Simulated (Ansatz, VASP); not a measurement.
# LiCl: VASP beside Ansatz

The input INCAR:

```
SYSTEM = LiCl
ALGO     = Normal         ! electronic algorithm
EDIFF    = 1E-6           ! SCF threshold, eV
ENCUT    = 520            ! plane-wave cutoff, eV
GGA      = PE             ! functional
ISIF     = 2              ! what is computed and relaxed
ISMEAR   = 0              ! smearing method
LASPH    = .TRUE.         ! aspherical terms in the spheres
LCHARG   = .FALSE.        ! write CHGCAR
LREAL    = .FALSE.        ! projectors in reciprocal space
LWAVE    = .FALSE.        ! write WAVECAR
NBANDS   = 12             ! bands
NELM     = 80             ! most SCF steps
PREC     = Accurate       ! precision mode
SIGMA    = 0.02           ! smearing width, eV
```

Contents of KPOINTS:

```
k-points
0
G
  8 8 8
  0 0 0
```

Contents of POSCAR:

```
LiCl
1.0
    0.0000000000      2.7015197521      2.7015197521
    2.7015197521      0.0000000000      2.7015197521
    2.7015197521      2.7015197521      0.0000000000
Li Cl
1 1
Direct
    0.7500000000      0.7500000000      0.7500000000
    0.5000000000      0.5000000000      0.5000000000
```

Input for Ansatz:

```yaml
crystal:
  lattice:
    - [0.0, 2.7015197521, 2.7015197521]
    - [2.7015197521, 0.0, 2.7015197521]
    - [2.7015197521, 2.7015197521, 0.0]
  atoms:
    - { symbol: Li, position: [0.75, 0.75, 0.75] }
    - { symbol: Cl, position: [0.5, 0.5, 0.5] }
basis:
  ecutwfc: 420
kpoints:
  mp_grid: { grid: [8, 8, 8] }
hamiltonian:
  xc: pbe
scf:
  occupations: { method: gaussian, width: 0.02 }
output:
  forces: true
  stress: true
  eigenvalues: true
```

Alike in both runs: task single point; functional PBE; k mesh 8 × 8 × 8; occupations gaussian, width 0.02 eV; no spin polarisation.

```csv
,VASP,Ansatz
version,VASP 6.6.1,Ansatz 0.2.0
potentials or method,"VASP PAW PBE potentials, release 64 (Li_sv, Cl), cutoff 520 eV","scalar-relativistic, plane waves, PAW"
valence electrons in the cell,10,10
```

|  | VASP | Ansatz | Ansatz less VASP |
| --- | --- | --- | --- |
| gap on the k mesh at the Fermi level (eV) | 6.18 | 6.17 | -0.005 |
| least direct gap on the mesh (eV) | 6.18 | 6.17 | -0.005 |

With one functional, cell and mesh, what is left measures potentials, basis and numerics.

Noted on VASP's run: the cutoff is short for stress, so the pressure is rough.
